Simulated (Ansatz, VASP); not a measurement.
# Mg5CdS6 in VASP and in Ansatz

```xyz
12
Lattice="3.7327 0.0000 0.0000 -1.8664 3.2326 0.0000 0.0000 0.0000 18.3040" Properties=species:S:1:pos:R:3 pbc="T T T"
Mg    0.0000    2.1551   15.2950
Mg    0.0000    0.0000    0.0000
Mg    1.8664    1.0775    3.0090
Mg    0.0000    2.1551    6.0159
Mg    1.8664    1.0775   12.2881
Cd    0.0000    0.0000    9.1520
S     1.8664    1.0775   16.7993
S     0.0000    2.1551    1.5047
S     0.0000    0.0000    4.5114
S     1.8664    1.0775    7.5002
S     0.0000    2.1551   10.8038
S     0.0000    0.0000   13.7926
```

Alike in both runs: functional PBE; k mesh 6 × 6 × 1; occupations gaussian, width 0.1 eV; no spin polarisation.

Ansatz relaxed the structure, and its values are those at the end. VASP's run is a single point on that final structure, the one shown.

```csv
,VASP,Ansatz
version,VASP 6.6.1,Ansatz 0.2.0
potentials or method,"VASP PAW PBE potentials, release 64 (Mg, Cd, S), cutoff 520 eV","scalar-relativistic, plane waves, PAW"
valence electrons in the cell,58,106
```

|  | VASP | Ansatz | Ansatz less VASP |
| --- | --- | --- | --- |
| gap on the k mesh at the Fermi level (eV) | 1.92 | 1.93 | +0.011 |
| least direct gap on the mesh (eV) | 2.35 | 2.36 | +0.011 |
| pressure (GPa) | -0.2 | -0.1 | +0.15 |
| rms of the force components (eV/Å) | 0.015 | 0.003 | -0.0114 |

VASP's potentials hold 58 valence electrons a cell and Ansatz's 106, so a difference there can come from the potentials and not from the codes.
